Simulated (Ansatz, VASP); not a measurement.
## SrTa2O2 in VASP and in Ansatz

```
CELL_PARAMETERS angstrom
-1.97182 1.97182 4.98715
1.97182 -1.97182 4.98715
1.97182 1.97182 -4.98715
ATOMIC_POSITIONS crystal
Sr 0.00000 0.00000 0.00000
Ta 0.25000 0.75000 0.50000
Ta 0.75000 0.25000 0.50000
O 0.63236 0.63236 0.00000
O 0.36764 0.36764 0.00000
```

Change from the starting cell: species swapped into the SmCo2Si2 type (I4/mmm, No. 139).

Alike in both runs: task single point; functional PBE; k mesh 6 × 6 × 6; occupations gaussian, width 0.1 eV; no spin polarisation.

```csv
,VASP,Ansatz
version,VASP 6.6.1,Ansatz 0.2.0
potentials or method,"VASP PAW PBE potentials, release 64 (Sr_sv, Ta_pv, O), cutoff 520 eV","scalar-relativistic, plane waves, PAW"
valence electrons in the cell,44,48
```

|  | VASP | Ansatz | Ansatz less VASP |
| --- | --- | --- | --- |
| gap on the k mesh at the Fermi level (eV) | none | none | - |
| pressure (GPa) | 6.1 | 5.7 | -0.42 |
| traceless stress, the component that is largest in VASP (GPa) | 26.57 | 26.64 | +0.069 |
| rms of the force components (eV/Å) | 0.008 | 0.019 | +0.0114 |

Atom by atom the forces differ by 0.011 eV/Å (rms over components). A gap of «none» marks a metal or a gap that the smearing closes. VASP's potentials hold 44 valence electrons a cell and Ansatz's 48, so a difference there can come from the potentials and not from the codes.

The k mesh is coarse, so the values compare programs but aren't converged. Neither program's run includes spin-orbit coupling.
